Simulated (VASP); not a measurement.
# Bi (I4/mmm) in VASP: notebook, part 2 of 2

VASP 6.6.1. The steps go on from the part before.

## (4) Single point, PBE+D3(BJ) (31.70 Å³/atom)

This run uses another cell than the first one, of 31.70 Å³/atom.

INCAR reads:

```
PREC = Accurate
ENCUT = 520
EDIFF = 1E-6
ISMEAR = 0
SIGMA = 0.15
LREAL = F
LASPH = T
NELM = 80
ALGO = Fast
ISIF = 2
LWAVE = F
LCHARG = F
GGA = PE
IVDW = 12
NBANDS = 14
```

KPOINTS reads:

```
regular mesh
0
Gamma
  18 18 18
```

POSCAR reads:

```
Bi
1.0
   -1.8046331974      1.8046331974      2.4333674033
    1.8046331974     -1.8046331974      2.4333674033
    1.8046331974      1.8046331974     -2.4333674033
Bi
1
Direct
    0.0000000000      0.0000000000      0.0000000000
```

Started as:

```console
$ cat potpaw_PBE.64/Bi_d/POTCAR > POTCAR
$ mpirun -np 1 vasp_std > vasp.out
```

Wall time 1.9 min (1 thread of AMD EPYC 9R45 (Zen 5), shared host); peak memory 0.28 GiB.

Results (log left out):

| Quantity | Value |
| --- | --- |
| Free energy | -4.2049 eV |
| Pressure | -2.5 GPa |
| Band gap on the k mesh | zero (an odd number of electrons rules out a gap without spin polarisation) |
| Dispersion energy per atom | -0.497 eV |

Stress tensor (GPa, compression positive):
```
-2.23  0.00  0.00
 0.00 -2.23  0.00
 0.00  0.00 -2.90
```

Levels at points of the mesh, in eV from the Fermi level:
| k point | band 4 | band 5 | band 6 | band 7 | band 8 | band 9 | band 10 | band 11 |
| --- | --- | --- | --- | --- | --- | --- | --- | --- |
| (0.00, 0.00, 0.00) | -23.06 | -23.03 | -13.50 | 4.77 | 4.81 | 4.81 | 8.61 | 9.08 |
| (0.50, 0.00, 0.00) | -22.98 | -22.97 | -10.74 | -5.20 | 2.93 | 3.56 | 7.13 | 8.65 |
| (0.50, 0.50, 0.00) | -22.98 | -22.95 | -9.81 | -4.52 | 0.36 | 0.69 | 4.17 | 5.37 |
| (0.50, 0.50, 0.50) | -22.96 | -22.96 | -9.42 | -4.18 | -0.02 | -0.02 | 3.74 | 4.91 |

Caveat: spin-orbit coupling is left out, which moves the levels of the heavy elements.

## (5) Single point, PBE+D3(BJ) (31.70 Å³/atom)

This run uses another cell than the first one, of 31.70 Å³/atom.

INCAR reads:

```
ALGO     = Fast           # electronic algorithm
EDIFF    = 1E-6           # SCF threshold, eV
ENCUT    = 520            # plane-wave cutoff, eV
GGA      = PE             # functional
ISIF     = 2              # what is computed and relaxed
ISMEAR   = 0              # smearing method
IVDW     = 12             # dispersion correction
LASPH    = T              # aspherical terms in the spheres
LCHARG   = F              # write CHGCAR
LREAL    = F              # projectors in reciprocal space
LWAVE    = F              # write WAVECAR
NBANDS   = 14             # bands
NELM     = 60             # most SCF steps
PREC     = Accurate       # precision mode
SIGMA    = 0.15           # smearing width, eV
```

KPOINTS reads:

```
k-points
0
Gamma
  18 18 18
```

POSCAR reads:

```
Bi
1.0
   -2.0955298414      2.0955298414      1.8046702994
    2.0955298414     -2.0955298414      1.8046702994
    2.0955298414      2.0955298414     -1.8046702994
Bi
1
Direct
    0.0000000000      0.0000000000      0.0000000000
```

Started as:

```console
$ cat potpaw_PBE.64/Bi_d/POTCAR > POTCAR
$ mpirun -np 1 vasp_std > vasp.out
```

It took 1.8 min on 1 thread of AMD EPYC 9R45 (Zen 5), shared host; peak memory 0.28 GiB.

Results (log left out):

- Free energy: -4.2472 eV
- Pressure: -2.3 GPa
- Band gap on the k mesh: zero (an odd number of electrons rules out a gap without spin polarisation)
- Dispersion energy per atom: -0.498 eV

Stress tensor (GPa, compression positive):
```
-2.40  0.00  0.00
 0.00 -2.40  0.00
 0.00  0.00 -2.04
```

Levels at points of the mesh, in eV from the Fermi level:
| k point | band 4 | band 5 | band 6 | band 7 | band 8 | band 9 | band 10 | band 11 |
| --- | --- | --- | --- | --- | --- | --- | --- | --- |
| (0.00, 0.00, 0.00) | -23.01 | -22.93 | -13.47 | 4.45 | 4.45 | 5.62 | 8.46 | 9.80 |
| (0.50, 0.00, 0.00) | -22.93 | -22.88 | -10.25 | -4.92 | 1.13 | 2.58 | 5.37 | 6.82 |
| (0.50, 0.50, 0.00) | -22.97 | -22.90 | -10.92 | -5.21 | 2.72 | 4.68 | 7.24 | 9.19 |
| (0.50, 0.50, 0.50) | -22.91 | -22.88 | -8.74 | -2.53 | -2.53 | -0.03 | 2.94 | 4.56 |

Caveat: spin-orbit coupling is left out, which moves the levels of the heavy elements.

## (6) Single point, PBE+D3(BJ) (31.70 Å³/atom)

This run uses another cell than the first one, of 31.70 Å³/atom.

INCAR reads:

```
ALGO = Fast
EDIFF = 1E-7
ENCUT = 520
GGA = PE
ISIF = 2
ISMEAR = 0
IVDW = 12
LASPH = True
LCHARG = False
LREAL = False
LWAVE = False
NBANDS = 14
NELM = 80
PREC = Accurate
SIGMA = 0.15
```

KPOINTS is that of step 5.

POSCAR reads:

```
Bi
1.0
   -1.8968202662      1.8968202662      2.2025876931
    1.8968202662     -1.8968202662      2.2025876931
    1.8968202662      1.8968202662     -2.2025876931
Bi
1
Direct
    0.0000000000      0.0000000000      0.0000000000
```

Potentials or basis: VASP PAW PBE potentials, release 64 (Bi_d).

Started as:

```console
$ cat potpaw_PBE.64/Bi_d/POTCAR > POTCAR
$ mpirun -np 1 vasp_std > vasp.out
```

OUTCAR:

```text
EDIFF = 1E-7
   ENCUT = 520
   GGA = PE
   ISIF = 2
   ISMEAR = 0
   IVDW = 12
   LASPH = True
   LREAL = False
   NELM = 80
   PREC = Accurate
 IVDW          = 12

 ion  position               nearest neighbor table
   1  0.000  0.000  0.000-

  LATTYP: Found a body centered tetragonal cell.
 ALAT       =     3.7936405324
 C/A-ratio  =     1.1612000000

  Lattice vectors:

 A1 = (  -1.8968202662,   1.8968202662,   2.2025876931)
[... 589 lines left out ...]
     13      19.2175      0.00000
     14      20.1034      0.00000

 [... further k-points ...]

------------------------ aborting loop because EDIFF is reached ----------------------------------------

 Edisp (eV)   -0.49745

 E8    (eV) :    -0.2447

  FORCE on cell =-STRESS in cart. coord.  units (eV):
  Direction    XX          YY          ZZ          XY          YZ          ZX
  --------------------------------------------------------------------------------------
  -------------------------------------------------------------------------------------
  Total      -0.36998    -0.36998    -0.73500     0.00000    -0.00000     0.00000
  in kB     -18.70001   -18.70001   -37.14922     0.00000    -0.00000     0.00000
  external pressure =      -24.85 kB  Pullay stress =        0.00 kB

 VOLUME and BASIS-vectors are now :
 -----------------------------------------------------------------------------
  energy-cutoff  :      520.00
  volume of cell :       31.70
      direct lattice vectors                 reciprocal lattice vectors
    -1.896820266  1.896820266  2.202587693     0.000000000  0.263599039  0.227005718
     1.896820266 -1.896820266  2.202587693     0.263599039  0.000000000  0.227005718
     1.896820266  1.896820266 -2.202587693     0.263599039  0.263599039  0.000000000

 POSITION                                       TOTAL-FORCE (eV/Angst)
 -----------------------------------------------------------------------------------
      0.00000      0.00000      0.00000         0.000000     -0.000000      0.000000
 -----------------------------------------------------------------------------------
    total drift:                                0.000000     -0.000000      0.000000

  FREE ENERGIE OF THE ION-ELECTRON SYSTEM (eV)
  ---------------------------------------------------
  free  energy   TOTEN  =        -4.2374539081 eV

  energy  without entropy=       -4.2296291609  energy(sigma->0) =       -4.23354153
```

stdout:

```text
POSCAR found type information on POSCAR Bi
 POSCAR found :  1 types and       1 ions
 scaLAPACK will be used
 LDA part: xc-table for (Slater+PW92), standard interpolation
 POSCAR, INCAR and KPOINTS ok, starting setup
 FFT: planning ... GRIDC
 FFT: planning ... GRID_SOFT
 FFT: planning ... GRID
 WAVECAR not read
 entering main loop
WARNING in EDDRMM: call to ZHEGV failed, returncode =   8  4     14
WARNING in EDDRMM: call to ZHEGV failed, returncode =   6  3     12
WARNING in EDDRMM: call to ZHEGV failed, returncode =   6  3     11
WARNING in EDDRMM: call to ZHEGV failed, returncode =   6  3     11
WARNING in EDDRMM: call to ZHEGV failed, returncode =   8  4     12
WARNING in EDDRMM: call to ZHEGV failed, returncode =   8  4     13
WARNING in EDDRMM: call to ZHEGV failed, returncode =   8  4     12
WARNING in EDDRMM: call to ZHEGV failed, returncode =   8  4     14
WARNING in EDDRMM: call to ZHEGV failed, returncode =   8  4     13
WARNING in EDDRMM: call to ZHEGV failed, returncode =   6  3     12
 num prob WARNING in EDDRMM: call to ZHEGV failed, returncode =   8  4     14
WARNING in EDDRMM: call to ZHEGV failed, returncode =   6  3     13
 num prob RMM:  13    -0.373999919706E+01   -0.45338E-07   -0.50838E-07 13116   0.680E-03
```

It took 2 min on 1 thread of AMD EPYC 9R45 (Zen 5), shared host; peak memory 0.28 GiB.

Results:

| Property | Result |
| --- | --- |
| Free energy | -4.2375 eV |
| Pressure | -2.5 GPa |
| Band gap on the k mesh | zero (an odd number of electrons rules out a gap without spin polarisation) |
| Dispersion energy per atom | -0.497 eV |

Stress tensor (GPa, compression positive):
```
-1.87  0.00  0.00
 0.00 -1.87  0.00
 0.00  0.00 -3.71
```

Caveat: spin-orbit coupling is left out, which moves the levels of the heavy elements.

## (7) The runs side by side

```csv
cell,further INCAR settings,gap on the mesh (eV),pressure (GPa)
"a = 3.428 Å, angles 111.6, 111.6, 105.4°, 1 atom",ALGO = Fast; EDIFF = 1e-07; NBANDS = 14,none,-1.3
"a = 3.428 Å, angles 107.5, 107.5, 113.5°, 1 atom",ALGO = Fast; EDIFF = 1e-06; NBANDS = 14,none,-1.3
"a = 3.526 Å, angles 118.4, 118.4, 92.7°, 1 atom",ALGO = Fast; EDIFF = 1e-06; NBANDS = 14,none,-2.5
"a = 3.470 Å, angles 105.7, 105.7, 117.3°, 1 atom",ALGO = Fast; EDIFF = 1e-06; NBANDS = 14,none,-2.3
"a = 3.471 Å, angles 113.7, 113.7, 101.2°, 1 atom",ALGO = Fast; EDIFF = 1e-07; NBANDS = 14,none,-2.5
```

Alike in all rows: task single point; level PBE+D3(BJ); potentials or basis VASP PAW PBE potentials, release 64 (Bi_d); no spin polarisation; k mesh 18 × 18 × 18; cutoff (eV) 520; smearing gaussian 0.15 eV.

Caveats: spin-orbit coupling is left out, which moves the levels of the heavy elements.

Absolute energies hang on the potentials; compare differences alone.
